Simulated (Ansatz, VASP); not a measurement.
**One calculation of Ni, two programs**

```xyz
1
Lattice="0.0000 1.6026 1.6026 1.6026 0.0000 1.6026 1.6026 1.6026 0.0000" Properties=species:S:1:pos:R:3 pbc="T T T"
Ni    0.0000    0.0000    0.0000
```

Change from the starting cell: volume scaled by 0.76, PAW files.

Alike in both runs: task single point; functional PBE; k mesh 21 × 21 × 21; occupations fermi-dirac, width 0.05 eV; no spin polarisation.

|  | VASP | Ansatz |
| --- | --- | --- |
| version | VASP 6.6.1 | Ansatz 0.2.0 |
| potentials or method | VASP PAW PBE potentials, release 64 (Ni) | PAW with Ansatz's default frozen-core files, scalar-relativistic |
| plane-wave cutoff (eV) | 520 | 420 |
| valence electrons in the cell | 10 | 18 |

Ansatz gave:

* pressure (GPa): 107.8

**Question.** What did VASP give for the same quantities?

**Answer.** Pressure (GPa): 106.7.

Both programs put the cell under a high pressure, so it lies far from rest at this level. VASP's potentials hold 10 valence electrons a cell and Ansatz's 18, so a difference there can come from the potentials and not from the codes.

Noted on VASP's run: the cell as given lies far from equilibrium.
